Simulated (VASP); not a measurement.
Runs of VASP 6.6.1 on Ga4PN3. The structure is that of space group P-43m (No. 215), or close to it. The cells are those of the table. 

```tsv
task	level	cell	cutoff (eV)	gap on the mesh (eV)	pressure (GPa)	largest force (eV/Å)
relaxation of cell and atoms	PBE	relaxed from a = 4.454 Å, 8 atoms	600	none	0.0	-
single point	r2SCAN	a = 4.746 Å, 8 atoms	520	0.11	0.5	(a)
single point	PBE	a = 4.800 Å, 8 atoms	520	none	0.0	(b)
single point	PBE	a = 4.746 Å, 8 atoms	520	none	4.9	-
```

Alike in all rows: potentials or basis VASP PAW PBE potentials, release 64 (N, Ga_d, P); no spin polarisation; k mesh 6 × 6 × 6; smearing fermi-dirac 0.02 eV.

**Question.** Fill in the values left out.

**Answer.** (a) 0.06; (b) 0.03.

Caveats: the PAW data sets were made with another functional, which shifts forces and pressure a little (some runs).

A k mesh can miss the band edges, and the runs leave out spin-orbit coupling on Ga.

A gap of «none» marks levels without a gap at the run's occupations.
